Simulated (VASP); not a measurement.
# HfN (R-3m) in VASP: further runs

HfN is run at these levels: PBE; tasks: single point.

Everything below comes from runs of VASP 6.6.1. Logs are shortened: lines on timing, memory, paths and dates and some standing lists are left out, and cuts for length are marked.

### 1 The cell of the first run

Symmetry: R-3m, No. 166, trigonal system. The conventional cell has a = 3.273 Å, b = 3.273 Å, c = 7.456 Å, α = 90.00°, β = 90.00°, γ = 120.00°. Within 3.0 Å of Hf (site symmetry -3m) lie 6 N at 2.26 Å. Within 3.0 Å of N (site symmetry -3m) lie 6 Hf at 2.26 Å.

### 2 Single point, PBE

INCAR

```
ALGO = Normal
EDIFF = 1E-7
ENCUT = 520
GGA = PE
ISIF = 2
ISMEAR = 0
LASPH = True
LCHARG = False
LREAL = False
LWAVE = False
NBANDS = 14
NELM = 60
PREC = Accurate
SIGMA = 0.15
```

KPOINTS

```
k-points
0
Gamma
  20 20 20
```

POSCAR

```
HfN
1.0
   -0.1080012285      2.2063108115      2.2063108115
    2.2063108115     -0.1080012285      2.2063108115
    2.2063108115      2.2063108115     -0.1080012285
Hf N
1 1
Direct
    0.0000000000      0.0000000000      0.0000000000
    0.5000000000      0.5000000000      0.5000000000
```

Potentials or basis: VASP PAW PBE potentials, release 64 (Hf_pv, N).

Started as:

```sh
> cat potpaw_PBE.64/Hf_pv/POTCAR potpaw_PBE.64/N/POTCAR > POTCAR
> mpirun -np 1 vasp_std > vasp.out
```

OUTCAR:

```text
EDIFF = 1E-7
   ENCUT = 520
   GGA = PE
   ISIF = 2
   ISMEAR = 0
   LASPH = True
   LREAL = False
   NELM = 60
   PREC = Accurate

 ion  position               nearest neighbor table
   1  0.000  0.000  0.000-   2 2.26   2 2.26   2 2.26   2 2.26   2 2.26   2 2.26
   2  0.500  0.500  0.500-   1 2.26   1 2.26   1 2.26   1 2.26   1 2.26   1 2.26

  LATTYP: Found a trigonal (rhomboedric) cell.
 ALAT       =     3.1220632696
 COS(alpha) =     0.4505091948

  Lattice vectors:

 A1 = (  -0.1080012285,   2.2063108115,   2.2063108115)
 A2 = (   2.2063108115,  -0.1080012285,   2.2063108115)
 A3 = (   2.2063108115,   2.2063108115,  -0.1080012285)

Analysis of symmetry for initial positions (statically):
=====================================================================
 Subroutine PRICEL returns:
 Original cell was already a primitive cell.

 Routine SETGRP: Setting up the symmetry group for a
 trigonal (rhombohedral) supercell.

 Subroutine GETGRP returns: Found 12 space group operations
 (whereof 12 operations were pure point group operations)
 out of a pool of 12 trial point group operations.

The static configuration has the point symmetry D_3d.

Analysis of symmetry for dynamics (positions and initial velocities):
=====================================================================
 Subroutine PRICEL returns:
 Original cell was already a primitive cell.

 Routine SETGRP: Setting up the symmetry group for a
 trigonal (rhombohedral) supercell.

 Subroutine GETGRP returns: Found 12 space group operations
 (whereof 12 operations were pure point group operations)
 out of a pool of 12 trial point group operations.

The dynamic configuration has the point symmetry D_3d.

 Subroutine INISYM returns: Found 12 space group operations
 (whereof 12 operations are pure point group operations),
 and found     1 'primitive' translations

----------------------------------------------------------------------------------------

                                     Primitive cell

  volume of cell :      23.0557

  direct lattice vectors                    reciprocal lattice vectors
    -0.108001229  2.206310811  2.206310811    -0.210626393  0.221467457  0.221467457
     2.206310811 -0.108001229  2.206310811     0.221467457 -0.210626393  0.221467457
     2.206310811  2.206310811 -0.108001229     0.221467457  0.221467457 -0.210626393

  length of vectors
     3.122063270  3.122063270  3.122063270     0.377437606  0.377437606  0.377437606

  position of ions in fractional coordinates (direct lattice)
     0.000000000  0.000000000  0.000000000
     0.500000000  0.500000000  0.500000000

  ion indices of the primitive-cell ions
   primitive index   ion index
                 1           1
                 2           2

----------------------------------------------------------------------------------------

 KPOINTS: k-points

Automatic generation of k-mesh.
 Grid dimensions read from file:
 generate k-points for:   20   20   20

 Generating k-lattice:

  Cartesian coordinates                     Fractional coordinates (reciprocal lattice)
    -0.010531320  0.011073373  0.011073373     0.050000000 -0.000000000 -0.000000000
     0.011073373 -0.010531320  0.011073373    -0.000000000  0.050000000 -0.000000000
     0.011073373  0.011073373 -0.010531320    -0.000000000 -0.000000000  0.050000000

  Length of vectors
     0.018871880  0.018871880  0.018871880

  Shift w.r.t. Gamma in fractional coordinates (k-lattice)
     0.000000000  0.000000000  0.000000000

 Subroutine IBZKPT returns following result:
 ===========================================

 Found    781 irreducible k-points:

 Following reciprocal coordinates:
            Coordinates               Weight
  0.000000  0.000000  0.000000      1.000000
  0.050000 -0.000000 -0.000000      6.000000
  0.100000  0.000000 -0.000000      6.000000
  0.150000  0.000000 -0.000000      6.000000
  0.200000  0.000000 -0.000000      6.000000
  0.250000 -0.000000 -0.000000      6.000000
[... 16 lines left out ...]
 -0.400000  0.050000 -0.000000     12.000000
 -0.350000  0.050000  0.000000     12.000000
 [... further k-points ...]
   k-points           NKPTS =    781   k-points in BZ     NKDIM =    781   number of bands    NBANDS=     14
   number of dos      NEDOS =    301   number of ions     NIONS =      2
   total plane-waves  NPLWV =  13824
   dimension x,y,z NGX =    24 NGY =   24 NGZ =   24
   dimension x,y,z NGXF=    48 NGYF=   48 NGZF=   48
   ions per type =               1   1
   NGX,Y,Z   is equivalent  to a cutoff of  12.78, 12.78, 12.78 a.u.
   NGXF,Y,Z  is equivalent  to a cutoff of  25.56, 25.56, 25.56 a.u.
 SYSTEM =  unknown system
   PREC   = accura    normal or accurate (medium, high low for compatibility)
   ISTART =      0    job   : 0-new  1-cont  2-samecut
   ICHARG =      2    charge: 1-file 2-atom 10-const
   ISPIN  =      1    spin polarized calculation?
   LNONCOLLINEAR =      F non collinear calculations
   LSORBIT =      F    spin-orbit coupling
   LASPH  =      T    aspherical Exc in radial PAW
   ENCUT  =  520.0 eV  38.22 Ry    6.18 a.u.   5.80  5.80  5.80*2*pi/ulx,y,z
   NELM   =     60;   NELMIN=  2; NELMDL= -5     # of ELM steps
   EDIFF  = 0.1E-06   stopping-criterion for ELM
   LREAL  =      F    real-space projection
   EDIFFG = 0.1E-05   stopping-criterion for IOM
   NSW    =      0    number of steps for IOM
   IBRION =     -1    ionic relax: 0-MD 1-quasi-New 2-CG
   NFREE  =      0    steps in history (QN), initial steepest desc. (CG)
   ISIF   =      2    stress and relaxation
   ISYM   =      2    0-nonsym 1-usesym 2-fastsym
   POTIM  = 0.5000    time-step for ionic-motion
   TEBEG  =    0.0;   TEEND  =   0.0 temperature during run
   PSTRESS=    0.0 pullay stress
   NELECT =      15.0000    total number of electrons
   NUPDOWN=      -1.0000    fix difference up-down
   EMIN   =  10.00;   EMAX   =-10.00  energy-range for DOS
   EFERMI =   0.00;   METHOD = LEGACY
   ISMEAR =     0;   SIGMA  =   0.15  broadening in eV -4-tet -1-fermi 0-gaus
   EFERMI_NEDOS =   21; number of points for ismear=-14 and -15
   IALGO  =     38    algorithm
   IMIX   =      4    mixing-type and parameters
     AMIX     =   0.40;   BMIX     =  1.00
     AMIX_MAG =   1.60;   BMIX_MAG =  1.00
  volume/ion in A,a.u.               =      11.53        77.79
  Fermi-wavevector in a.u.,A,eV,Ry     =   1.418553  2.680677 27.378918  2.012294
  Thomas-Fermi vector in A             =   2.539667
   LORBIT       =      0    0 simple, 1 ext, 2 COOP (PROOUT), +10 PAW based schemes
   GGA     = PE    functional components
   LHFCALC =     F    Hartree Fock is set to
   AEXX    =    0.0000 exact exchange contribution
   IVDW    =     0    specifies the selected vdW correction
   LEPSILON=     F    determine dielectric tensor
   LRPA    =     F    only Hartree local field effects (RPA)
 non-spin polarized calculation
 Gauss-broadening in eV      SIGMA  =   0.15
  energy-cutoff  :      520.00
  volume of cell :       23.06
 maximum number of plane-waves:       636
   NGX = 11   NGY = 11   NGZ = 11

 number of electron      15.0000000 magnetization

 Free energy of the ion-electron system (eV)
  ---------------------------------------------------
  ext. energy  EPLUGINS =         0.00000000
  ---------------------------------------------------
  free energy    TOTEN  =       -21.69400666 eV

  energy without entropy =      -21.68717759  energy(sigma->0) =      -21.69059213

 E-fermi :   8.3422     XC(G=0): -12.7335

 val. band max:        8.3409153518   @ k =  -0.2000   0.1000   0.1000
 cond. band min:       8.3447132444   @ k =  -0.1500   0.0500  -0.0000
 fundamental gap:      0.0037978926
 Fermi energy:         8.3422382897

 k-point     1 :       0.0000    0.0000    0.0000
  band No.  band energies     occupation
      1     -22.8021      2.00000
      2     -22.8021      2.00000
      3     -22.7198      2.00000
      4      -9.1159      2.00000
      5       5.2667      2.00000
      6       5.2667      2.00000
      7       5.6219      2.00000
      8       7.6101      2.00000
      9       7.6101      2.00000
     10       8.5729      0.02969
     11      10.4345      0.00000
     12      10.4345      0.00000
     13      10.4944      0.00000
     14      18.0289      0.00000

 k-point     2 :       0.0500   -0.0000   -0.0000
  band No.  band energies     occupation
      1     -22.8241      2.00000
      2     -22.8032      2.00000
      3     -22.7255      2.00000
      4      -9.0590      2.00000
      5       4.9993      2.00000
      6       5.1029      2.00000
      7       5.4660      2.00000
      8       7.7114      2.00000
      9       7.7342      2.00000
     10       8.6772      0.00159
     11      10.6051      0.00000
     12      10.6206      0.00000
     13      10.6573      0.00000
     14      18.2072      0.00000

 k-point     3 :       0.1000    0.0000   -0.0000
  band No.  band energies     occupation
      1     -22.8922      2.00000
      2     -22.8063      2.00000
      3     -22.7371      2.00000
      4      -8.8930      2.00000
      5       4.3444      2.00000
      6       4.7006      2.00000
      7       5.1060      2.00000
      8       7.9669      1.99960
      9       7.9883      1.99915
     10       8.9262      0.00000
     11      11.0168      0.00000
     12      11.1339      0.00000
     13      11.1775      0.00000
     14      18.7182      0.00000

 k-point     4 :       0.1500    0.0000   -0.0000
  band No.  band energies     occupation
      1     -23.0007      2.00000
      2     -22.8112      2.00000
      3     -22.7503      2.00000
      4      -8.6308      2.00000
      5       3.5331      2.00000
      6       4.2003      2.00000
      7       4.6601      2.00000
      8       8.2817      1.43158
      9       8.3205      1.16272
     10       9.2452      0.00000
     11      11.6314      0.00000
     12      11.8768      0.00000
     13      11.9155      0.00000
     14      19.4878      0.00000

 k-point     5 :       0.2000    0.0000   -0.0000
  band No.  band energies     occupation
      1     -23.1358      2.00000
      2     -22.8173      2.00000
      3     -22.7648      2.00000
      4      -8.2923      2.00000
      5       2.6880      2.00000
      6       3.6910      2.00000
      7       4.2023      2.00000
      8       8.6062      0.01282
      9       8.7532      0.00011
     10       9.6434      0.00000
     11      12.3508      0.00000
[... 276 lines left out ...]
 k-point    22 :      -0.4500    0.0500    0.0000
  band No.  band energies     occupation
      1     -23.7080      2.00000
      2     -22.8617      2.00000
      3     -22.8311      2.00000
      4      -6.5065      2.00000
      5      -0.3955      2.00000
      6       2.1242      2.00000
      7       2.7376      2.00000
      8      10.9661      0.00000
      9      11.1980      0.00000
     10      12.3608      0.00000
     11      13.6798      0.00000
     12      16.7877      0.00000
     13      17.0298      0.00000
     14      19.9379      0.00000

 k-point    23 :      -0.4000    0.0500   -0.0000
  band No.  band energies     occupation
      1     -23.6579      2.00000
      2     -22.8631      2.00000
      3     -22.8229      2.00000
      4      -6.6876      2.00000
      5      -0.1351      2.00000
      6       2.2551      2.00000
      7       2.8162      2.00000
      8      10.5095      0.00000
      9      11.2145      0.00000
     10      11.7718      0.00000
     11      13.9278      0.00000
     12      16.1933      0.00000
     13      16.7061      0.00000
     14      20.0564      0.00000

 k-point    24 :      -0.3500    0.0500    0.0000
  band No.  band energies     occupation
      1     -23.5715      2.00000
      2     -22.8615      2.00000
      3     -22.8114      2.00000
      4      -6.9859      2.00000
      5       0.3095      2.00000
      6       2.4764      2.00000
      7       2.9831      2.00000
      8       9.9688      0.00000
      9      10.8382      0.00000
     10      11.2880      0.00000
     11      13.9430      0.00000
     12      15.4310      0.00000
     13      16.1115      0.00000
     14      20.2953      0.00000

 [... further k-points ...]
[... 5 lines left out ...]
  --------------------------------------------------------------------------------------
  -------------------------------------------------------------------------------------
  Total        0.4429179      0.4429179      0.4429179      0.9021948      0.9021948      0.9021948
  in kB       30.7790444     30.7790444     30.7790444     62.6949013     62.6949013     62.6949013
  external PRESSURE =      30.7790444 kB  Pullay stress =       0.0000000 kB

 VOLUME and BASIS-vectors are now :
 -----------------------------------------------------------------------------
  energy-cutoff  :      520.00
  volume of cell :       23.06
      direct lattice vectors                 reciprocal lattice vectors
    -0.108001229  2.206310811  2.206310811    -0.210626393  0.221467457  0.221467457
     2.206310811 -0.108001229  2.206310811     0.221467457 -0.210626393  0.221467457
     2.206310811  2.206310811 -0.108001229     0.221467457  0.221467457 -0.210626393

 POSITION                                       TOTAL-FORCE (eV/Angst)
 -----------------------------------------------------------------------------------
      0.00000      0.00000      0.00000         0.000000     -0.000000      0.000000
      2.15231      2.15231      2.15231        -0.000000      0.000000     -0.000000
 -----------------------------------------------------------------------------------
    total drift:                                0.000000     -0.000000     -0.000000

  FREE ENERGIE OF THE ION-ELECTRON SYSTEM (eV)
  ---------------------------------------------------
  free  energy   TOTEN  =       -21.6940066606 eV

  energy  without entropy=      -21.6871775898  energy(sigma->0) =      -21.69059213
```

It took 2 min on 1 thread of Intel Xeon Platinum 8259CL at 2.50GHz (Skylake/Cascade Lake), shared host; peak memory 0.36 GiB.

What came out:

| Item | Value |
| --- | --- |
| Free energy | -21.6940 eV |
| Pressure | 3.1 GPa |

Levels at points of the mesh, in eV from the Fermi level:
```tsv
k point	band 5	band 6	band 7	band 8	band 9	band 10
(0.00, 0.00, 0.00)	-3.08	-3.08	-2.72	-0.73	-0.73	0.23
(0.50, 0.00, 0.00)	-8.86	-6.29	-5.63	2.73	3.00	4.59
(0.50, 0.50, 0.00)	-5.38	-3.82	-3.77	-3.44	4.04	5.05
(0.50, 0.50, 0.50)	-8.75	-6.52	-6.52	3.53	4.22	4.22
```

Caveat: spin-orbit coupling is left out, which moves the levels of the heavy elements.

### 3 Single point, PBE

This run uses another cell than the first one, of the same volume but with other edges.

INCAR

```
SYSTEM = HfN
  ALGO = Normal
  EDIFF = 1E-6
  ENCUT = 520
  GGA = PE
  ISIF = 2
  ISMEAR = 0
  LASPH = .TRUE.
  LCHARG = .TRUE.
  LELF = .TRUE.
  LREAL = .FALSE.
  LVHAR = .TRUE.
  LWAVE = .FALSE.
  NBANDS = 14
  NELM = 100
  PREC = Accurate
  SIGMA = 0.15
```

KPOINTS

```
k-points
0
G
  20 20 20
  0 0 0
```

POSCAR

```
HfN
1.0
    0.1174285524      2.3192139092      2.3192139092
    2.3192139092      0.1174285524      2.3192139092
    2.3192139092      2.3192139092      0.1174285524
Hf N
1 1
Direct
    0.0000000000      0.0000000000      0.0000000000
    0.5000000000      0.5000000000      0.5000000000
```

Potentials or basis: VASP PAW PBE potentials, release 64 (Hf_pv, N).

Started as:

```sh
> cat potpaw_PBE.64/Hf_pv/POTCAR potpaw_PBE.64/N/POTCAR > POTCAR
> mpirun -np 1 vasp_std > vasp.out
```

Run time: 1.9 min. Hardware: 1 thread of Intel Xeon Platinum 8259CL at 2.50GHz (Skylake/Cascade Lake), shared host; peak memory 0.36 GiB.

Results (log left out):

```yaml
Free_energy: -21.6882 eV
Pressure: 3.3 GPa
```

Stress tensor (GPa, compression positive):
```
 3.30 -6.48 -6.48
-6.48  3.30 -6.48
-6.48 -6.48  3.30
```

Levels at points of the mesh, in eV from the Fermi level:
```tsv
k point	band 3	band 4	band 5	band 6	band 7	band 8	band 9	band 10	band 11	band 12
(0.00, 0.00, 0.00)	-31.09	-17.46	-3.24	-2.80	-2.80	-1.23	0.01	0.01	2.06	2.11
(0.50, 0.00, 0.00)	-31.23	-14.69	-8.80	-6.60	-5.88	2.38	4.33	4.44	4.49	8.84
(0.50, 0.50, 0.00)	-31.38	-16.34	-5.38	-3.81	-3.79	-3.44	4.02	5.13	5.69	5.72
(0.50, 0.50, 0.50)	-31.14	-14.86	-8.93	-5.66	-5.66	2.93	3.31	3.31	4.77	8.43
```

Caveat: spin-orbit coupling is left out, which moves the levels of the heavy elements.
